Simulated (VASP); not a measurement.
# MnO2 (R-3m) in VASP: a series of runs

The runs below take MnO2 through single point, with PBEsol+U.

All numbers are computed with VASP 6.6.1; they aren't measurements. Logs are shortened: lines on timing, memory, paths and dates and some standing lists are left out, and cuts for length are marked.

## (1) The cell of the first run

Symmetry: R-3m, No. 166, trigonal system. The conventional cell has a = 2.870 Å, b = 2.870 Å, c = 14.614 Å, α = 90.00°, β = 90.00°, γ = 120.00°. Mn (site symmetry -3m) has 6 O at 1.91 Å within 2.5 Å. O (site symmetry 3m) has 3 Mn at 1.91 Å within 2.5 Å.

## (2) Single point, PBEsol+U, collinear spin, ferromagnetic start

Input file INCAR:

```
ALGO = Normal
EDIFF = 1E-6
ENCUT = 520
GGA = PS
ISIF = 2
ISMEAR = -1
ISPIN = 2
LASPH = T
LCHARG = T
LDAU = T
LDAUJ = 0 0
LDAUL = 2 -1
LDAUPRINT = 1
LDAUTYPE = 2
LDAUU = 3 0
LELF = T
LMAXMIX = 4
LORBIT = 11
LREAL = F
LVHAR = T
LWAVE = F
MAGMOM = 4 0 0
NBANDS = 24
NELM = 150
PREC = Accurate
SIGMA = 0.05
```

Input file KPOINTS:

```
k-points
0
Gamma
  11 11 11
```

Input file POSCAR:

```
MnO2
1.0
    1.4349008967      0.8284404190      4.8712383854
   -1.4349008967      0.8284404190      4.8712383854
    0.0000000000     -1.6568808380      4.8712383854
Mn O
1 2
Direct
    0.0000000000      0.0000000000      0.0000000000
    0.7313640664      0.7313640664      0.7313640664
    0.2686359336      0.2686359336      0.2686359336
```

Potentials or basis: VASP PAW PBE potentials, release 64 (Mn_pv, O).

Command:

```sh
$ cat potpaw_PBE.64/Mn_pv/POTCAR potpaw_PBE.64/O/POTCAR > POTCAR
$ mpirun -np 1 vasp_std > vasp.out
```

OUTCAR:

```text
EDIFF = 1E-6
   ENCUT = 520
   GGA = PS
   ISIF = 2
   ISMEAR = -1
   ISPIN = 2
   LASPH = T
   LORBIT = 11
   LREAL = F
   NELM = 150
   PREC = Accurate

 ion  position               nearest neighbor table
   1  0.000  0.000  0.000-   2 1.91   2 1.91   3 1.91   3 1.91   2 1.91   3 1.91
   2  0.731  0.731  0.731-   1 1.91   1 1.91   1 1.91
   3  0.269  0.269  0.269-   1 1.91   1 1.91   1 1.91

  LATTYP: Found a trigonal (rhomboedric) cell.
 ALAT       =     5.1453102451
 COS(alpha) =     0.8444569263

  Lattice vectors:

 A1 = (   1.4349008967,   0.8284404190,   4.8712383854)
 A2 = (  -1.4349008967,   0.8284404190,   4.8712383854)
 A3 = (   0.0000000000,  -1.6568808380,   4.8712383854)

Analysis of symmetry for initial positions (statically):
=====================================================================
 Subroutine PRICEL returns:
 Original cell was already a primitive cell.

 Routine SETGRP: Setting up the symmetry group for a
 trigonal (rhombohedral) supercell.

 Subroutine GETGRP returns: Found 12 space group operations
 (whereof 12 operations were pure point group operations)
 out of a pool of 12 trial point group operations.

The static configuration has the point symmetry D_3d.

Analysis of symmetry for dynamics (positions and initial velocities):
=====================================================================
 Subroutine PRICEL returns:
 Original cell was already a primitive cell.

 Routine SETGRP: Setting up the symmetry group for a
 trigonal (rhombohedral) supercell.

 Subroutine GETGRP returns: Found 12 space group operations
 (whereof 12 operations were pure point group operations)
 out of a pool of 12 trial point group operations.

The dynamic configuration has the point symmetry D_3d.

Analysis of structural, dynamic, and magnetic symmetry:
=====================================================================
 Subroutine PRICEL returns:
 Original cell was already a primitive cell.

 Routine SETGRP: Setting up the symmetry group for a
 trigonal (rhombohedral) supercell.

 Subroutine GETGRP returns: Found 12 space group operations
 (whereof 12 operations were pure point group operations)
 out of a pool of 12 trial point group operations.

The overall configuration has the point symmetry D_3d.

 Subroutine INISYM returns: Found 12 space group operations
 (whereof 12 operations are pure point group operations),
 and found     1 'primitive' translations

----------------------------------------------------------------------------------------

                                     Primitive cell

  volume of cell :      34.7435

  direct lattice vectors                    reciprocal lattice vectors
     1.434900897  0.828440419  4.871238385     0.348456121  0.201181235  0.068428869
    -1.434900897  0.828440419  4.871238385    -0.348456121  0.201181235  0.068428869
     0.000000000 -1.656880838  4.871238385     0.000000000 -0.402362470  0.068428869

  length of vectors
     5.145310245  5.145310245  5.145310245     0.408139765  0.408139765  0.408139765

  position of ions in fractional coordinates (direct lattice)
     0.000000000  0.000000000  0.000000000
     0.731364066  0.731364066  0.731364066
     0.268635934  0.268635934  0.268635934

  ion indices of the primitive-cell ions
   primitive index   ion index
                 1           1
                 2           2
                 3           3

----------------------------------------------------------------------------------------

[... 65 lines left out ...]
   LSORBIT =      F    spin-orbit coupling
   LASPH  =      T    aspherical Exc in radial PAW
   ENCUT  =  520.0 eV  38.22 Ry    6.18 a.u.   9.57  9.57  9.57*2*pi/ulx,y,z
   NELM   =    150;   NELMIN=  2; NELMDL= -5     # of ELM steps
   EDIFF  = 0.1E-05   stopping-criterion for ELM
   LREAL  =      F    real-space projection
   EDIFFG = 0.1E-04   stopping-criterion for IOM
   NSW    =      0    number of steps for IOM
   IBRION =     -1    ionic relax: 0-MD 1-quasi-New 2-CG
   NFREE  =      0    steps in history (QN), initial steepest desc. (CG)
   ISIF   =      2    stress and relaxation
   ISYM   =      2    0-nonsym 1-usesym 2-fastsym
   POTIM  = 0.5000    time-step for ionic-motion
   TEBEG  =    0.0;   TEEND  =   0.0 temperature during run
   PSTRESS=    0.0 pullay stress
   NELECT =      25.0000    total number of electrons
   NUPDOWN=      -1.0000    fix difference up-down
   EMIN   =  10.00;   EMAX   =-10.00  energy-range for DOS
   EFERMI =   0.00;   METHOD = LEGACY
   ISMEAR =    -1;   SIGMA  =   0.05  broadening in eV -4-tet -1-fermi 0-gaus
   EFERMI_NEDOS =   21; number of points for ismear=-14 and -15
   IALGO  =     38    algorithm
   IMIX   =      4    mixing-type and parameters
     AMIX     =   0.40;   BMIX     =  1.00
     AMIX_MAG =   1.60;   BMIX_MAG =  1.00
  volume/ion in A,a.u.               =      11.58        78.15
  Fermi-wavevector in a.u.,A,eV,Ry     =   1.467000  2.772229 29.280964  2.152090
  Thomas-Fermi vector in A             =   2.582671
   LORBIT       =     11    0 simple, 1 ext, 2 COOP (PROOUT), +10 PAW based schemes
 LDA+U is selected, type is set to LDAUTYPE =  2
   angular momentum for each species LDAUL =     2   -1
   U (eV)           for each species LDAUU =   3.0  0.0
   J (eV)           for each species LDAUJ =   0.0  0.0
   GGA     = PS    functional components
   LHFCALC =     F    Hartree Fock is set to
   AEXX    =    0.0000 exact exchange contribution
   IVDW    =     0    specifies the selected vdW correction
   LEPSILON=     F    determine dielectric tensor
   LRPA    =     F    only Hartree local field effects (RPA)
 spin polarized calculation
  energy-cutoff  :      520.00
  volume of cell :       34.74
 maximum number of plane-waves:       954
   NGX = 19   NGY = 19   NGZ = 19

atom =   1  type =  1  l = 2

 onsite density matrix

spin component  1

  0.7857 -0.0000  0.0000 -0.2058 -0.0000
 -0.0000  0.7184 -0.0000 -0.0000 -0.2058
  0.0000 -0.0000  0.9594 -0.0000  0.0000
 -0.2058 -0.0000 -0.0000  0.7184 -0.0000
 -0.0000 -0.2058  0.0000 -0.0000  0.7857

spin component  2

  0.2058 -0.0000  0.0000  0.1208 -0.0000
 -0.0000  0.2244  0.0000  0.0000  0.1208
  0.0000  0.0000  0.0904  0.0000  0.0000
  0.1208  0.0000  0.0000  0.2244  0.0000
 -0.0000  0.1208  0.0000  0.0000  0.2058

 occupancies and eigenvectors

  o =  0.0904  v =  0.0000  0.0000  0.0000  0.0000  0.0000  0.0000  0.0000  1.0000 -0.0000 -0.0000      0.0000  0.0000  0.0000  0.0000  0.0000  0.0000  0.0000  0.0000  0.0000  0.0000
  o =  0.0939  v =  0.0000  0.0000  0.0000  0.0000  0.0000 -0.7337  0.0000  0.0000  0.6794 -0.0000      0.0000  0.0000  0.0000  0.0000  0.0000  0.0000  0.0000  0.0000  0.0000  0.0000
  o =  0.0939  v =  0.0000  0.0000  0.0000  0.0000  0.0000  0.0000 -0.6794  0.0000  0.0000  0.7337      0.0000  0.0000  0.0000  0.0000  0.0000  0.0000  0.0000  0.0000  0.0000  0.0000
  o =  0.3363  v =  0.0000  0.0000  0.0000  0.0000  0.0000  0.6794  0.0000  0.0000  0.7337 -0.0000      0.0000  0.0000  0.0000  0.0000  0.0000  0.0000  0.0000  0.0000  0.0000  0.0000
  o =  0.3363  v =  0.0000  0.0000  0.0000  0.0000  0.0000  0.0000  0.7337  0.0000  0.0000  0.6794      0.0000  0.0000  0.0000  0.0000  0.0000  0.0000  0.0000  0.0000  0.0000  0.0000
  o =  0.5435  v =  0.6475  0.0000 -0.0000  0.7620  0.0000  0.0000  0.0000  0.0000  0.0000  0.0000      0.0000  0.0000  0.0000  0.0000  0.0000  0.0000  0.0000  0.0000  0.0000  0.0000
  o =  0.5435  v =  0.0000 -0.7620  0.0000  0.0000 -0.6475  0.0000  0.0000  0.0000  0.0000  0.0000      0.0000  0.0000  0.0000  0.0000  0.0000  0.0000  0.0000  0.0000  0.0000  0.0000
  o =  0.9594  v =  0.0000  0.0000  1.0000  0.0000 -0.0000  0.0000  0.0000  0.0000  0.0000  0.0000      0.0000  0.0000  0.0000  0.0000  0.0000  0.0000  0.0000  0.0000  0.0000  0.0000
  o =  0.9606  v = -0.7620  0.0000 -0.0000  0.6475  0.0000  0.0000  0.0000  0.0000  0.0000  0.0000      0.0000  0.0000  0.0000  0.0000  0.0000  0.0000  0.0000  0.0000  0.0000  0.0000
  o =  0.9606  v =  0.0000 -0.6475  0.0000  0.0000  0.7620  0.0000  0.0000  0.0000  0.0000  0.0000      0.0000  0.0000  0.0000  0.0000  0.0000  0.0000  0.0000  0.0000  0.0000  0.0000

 number of electron      24.9999998 magnetization       3.0001008

 Free energy of the ion-electron system (eV)
  ---------------------------------------------------
  ext. energy  EPLUGINS =         0.00000000
  ---------------------------------------------------
  free energy    TOTEN  =       -22.99924018 eV

  energy without entropy =      -22.99924018  energy(sigma->0) =      -22.99924018

 E-fermi :   2.8315     XC(G=0): -10.5406

 val. band max:        1.8047954786   @ k =  -0.4545   0.4545   0.3636
 cond. band min:       3.7890165044   @ k =   0.4545   0.1818   0.1818
 fundamental gap:      1.9842210258
 Fermi energy:         2.8314659204

 spin component 1

 k-point     1 :       0.0000    0.0000    0.0000
  band No.  band energies     occupation
      1     -47.9691      1.00000
      2     -47.9691      1.00000
      3     -47.9614      1.00000
      4     -16.9347      1.00000
      5     -14.5834      1.00000
      6      -4.2423      1.00000
[... 1289 lines left out ...]
     23      23.2742      0.00000
     24      25.4944      0.00000

 [... further k-points ...]
[... 5 lines left out ...]
  --------------------------------------------------------------------------------------
  -------------------------------------------------------------------------------------
  Total        0.1607725      0.1607725      0.1513932      0.0000000     -0.0000000      0.0000000
  in kB        7.4139287      7.4139287      6.9814111      0.0000000     -0.0000000      0.0000000
  external PRESSURE =       7.2697562 kB  Pullay stress =       0.0000000 kB

 VOLUME and BASIS-vectors are now :
 -----------------------------------------------------------------------------
  energy-cutoff  :      520.00
  volume of cell :       34.74
      direct lattice vectors                 reciprocal lattice vectors
     1.434900897  0.828440419  4.871238385     0.348456121  0.201181235  0.068428869
    -1.434900897  0.828440419  4.871238385    -0.348456121  0.201181235  0.068428869
     0.000000000 -1.656880838  4.871238385     0.000000000 -0.402362470  0.068428869

 POSITION                                       TOTAL-FORCE (eV/Angst)
 -----------------------------------------------------------------------------------
      0.00000      0.00000      0.00000        -0.000000     -0.000000      0.000000
      0.00000      0.00000     10.68795         0.000000      0.000000      0.096193
      0.00000      0.00000      3.92577         0.000000     -0.000000     -0.096193
 -----------------------------------------------------------------------------------
    total drift:                                0.000000      0.000000      0.000000

  FREE ENERGIE OF THE ION-ELECTRON SYSTEM (eV)
  ---------------------------------------------------
  free  energy   TOTEN  =       -22.9992401848 eV

  energy  without entropy=      -22.9992401846  energy(sigma->0) =      -22.99924018

 total charge

# of ion       s       p       d       tot
------------------------------------------
    1        0.363   6.479   4.884  11.727
    2        1.577   3.407   0.000   4.984
    3        1.577   3.407   0.000   4.984
--------------------------------------------------
tot          3.517  13.293   4.884  21.695

 magnetization (x)

# of ion       s       p       d       tot
------------------------------------------
    1        0.031   0.042   3.014   3.087
    2        0.002  -0.065   0.000  -0.063
    3        0.002  -0.065   0.000  -0.063
--------------------------------------------------
tot          0.035  -0.089   3.014   2.960
```

Run time: 4.8 min. Hardware: 1 thread of Intel Xeon 6975P-C (Granite Rapids), shared host; peak memory 0.41 GiB.

What came out:

```yaml
Free_energy: -22.9992 eV
Pressure: 0.7 GPa
Largest_force: 0.096 eV/Å
Band_gap_on_the_k_mesh: 1.98 eV, indirect (least direct gap 2.15 eV)
Net_moment: 3.00 μB per cell
Site_moments: Mn +3.09; O -0.06 μB
Valence_electrons_inside_the_program's_atomic_spheres: Mn 11.73; O 4.98
```

Forces in eV/Å, atoms in the order of the input:
```
Mn   0.000  0.000  0.000
O    0.000  0.000  0.096
O    0.000  0.000 -0.096
```

Levels at points of the mesh, in eV from the valence-band top:
Spin up:
```csv
k point,band 12,band 13,band 14,band 15,band 16,band 17
"(0.00, 0.00, 0.00)",-0.60,-0.49,-0.48,3.38,3.38,7.52
```
Spin down:
| k point | band 8 | band 9 | band 10 | band 11 | band 12 | band 13 | band 14 | band 15 |
| --- | --- | --- | --- | --- | --- | --- | --- | --- |
| (0.00, 0.00, 0.00) | -4.16 | -0.70 | -0.70 | -0.54 | 2.51 | 2.51 | 4.02 | 5.20 |

Eigenvalues of the final occupation matrices:
```csv
site,spin,trace,eigenvalues
site 1 d,1,3.97,0.54 0.54 0.96 0.96 0.96
site 1 d,2,0.95,0.09 0.09 0.09 0.34 0.34
```

Caveat: the PAW data sets were made with another functional, which shifts forces and pressure a little; a cell with one magnetic atom can't hold antiferromagnetic order, which such compounds often take.

## (3) Single point, PBEsol+U, collinear spin, ferromagnetic start

Input file INCAR:

```
PREC     = Accurate       # precision mode
ENCUT    = 520            # plane-wave cutoff, eV
EDIFF    = 1E-6           # SCF threshold, eV
ISMEAR   = -1             # smearing method
SIGMA    = 0.05           # smearing width, eV
LREAL    = False          # projectors in reciprocal space
LASPH    = True           # aspherical terms in the spheres
NELM     = 150            # most SCF steps
ALGO     = Normal         # electronic algorithm
ISIF     = 2              # what is computed and relaxed
LWAVE    = False          # write WAVECAR
LCHARG   = False          # write CHGCAR
ISPIN    = 2              # spin polarisation
MAGMOM   = 4 0 0          # initial moments
LORBIT   = 11             # projections on sites
LMAXMIX  = 4              # l up to which the mixer works
LDAU     = True           # DFT+U
LDAUTYPE = 2            
LDAUL    = 2 -1           # shell
LDAUU    = 4 0            # U, eV
LDAUJ    = 0 0          
LDAUPRINT= 1            
GGA      = PS             # functional
NBANDS   = 24             # bands
```

Input file KPOINTS:

```
regular mesh
0
Gamma
  11 11 11
```

Input file POSCAR:

```
MnO2
1.0
    1.4417411165      0.8323896217      4.8241090103
   -1.4417411165      0.8323896217      4.8241090103
    0.0000000000     -1.6647792434      4.8241090103
Mn O
1 2
Direct
    0.0000000000      0.0000000000      0.0000000000
    0.7319264820      0.7319264820      0.7319264820
    0.2680735180      0.2680735180      0.2680735180
```

Potentials or basis: VASP PAW PBE potentials, release 64 (Mn_pv, O).

Command:

```sh
$ cat potpaw_PBE.64/Mn_pv/POTCAR potpaw_PBE.64/O/POTCAR > POTCAR
$ mpirun -np 1 vasp_std > vasp.out
```

It took 5.1 min on 1 thread of Intel Xeon 6975P-C (Granite Rapids), shared host; peak memory 0.41 GiB.

The run converged. Its results:

* Free energy: -22.3577 eV
* Pressure: 0.5 GPa
* Largest force: 0.086 eV/Å
* Band gap on the k mesh: 1.83 eV, indirect (least direct gap 1.98 eV)
* Net moment: 3.00 μB per cell
* Site moments: Mn +3.19; O -0.11 μB
* Valence electrons inside the program's atomic spheres: Mn 11.70; O 4.98

Forces on the atoms (eV/Å):
```
Mn   0.000  0.000  0.000
O    0.000  0.000  0.086
O    0.000  0.000 -0.086
```

Stress tensor (GPa, compression positive):
```
0.44 0.00 0.00
0.00 0.44 0.00
0.00 0.00 0.71
```

Levels at points of the mesh, in eV from the valence-band top:
Spin up:
| k point | band 11 | band 12 | band 13 | band 14 | band 15 | band 16 | band 17 | band 18 |
| --- | --- | --- | --- | --- | --- | --- | --- | --- |
| (0.00, 0.00, 0.00) | -0.74 | -0.54 | -0.54 | -0.37 | 3.26 | 3.26 | 7.47 | 10.73 |
Spin down:
```
           k point  band 7  band 8  band 9  band 10  band 11  band 12  band 13  band 14  band 15  band 16
(0.00, 0.00, 0.00)   -4.03   -4.03   -0.72    -0.72    -0.51     2.94     2.94     4.38     5.32     5.32
```

Eigenvalues of the final occupation matrices:
```tsv
site	spin	trace	eigenvalues
site 1 d	1	4.01	0.56 0.56 0.96 0.96 0.96
site 1 d	2	0.89	0.08 0.08 0.08 0.32 0.32
```

Caveat: the PAW data sets were made with another functional, which shifts forces and pressure a little; a cell with one magnetic atom can't hold antiferromagnetic order, which such compounds often take. The state reached can hang on the start; a lower one may exist.

(Part 1 of 2 ends here.)
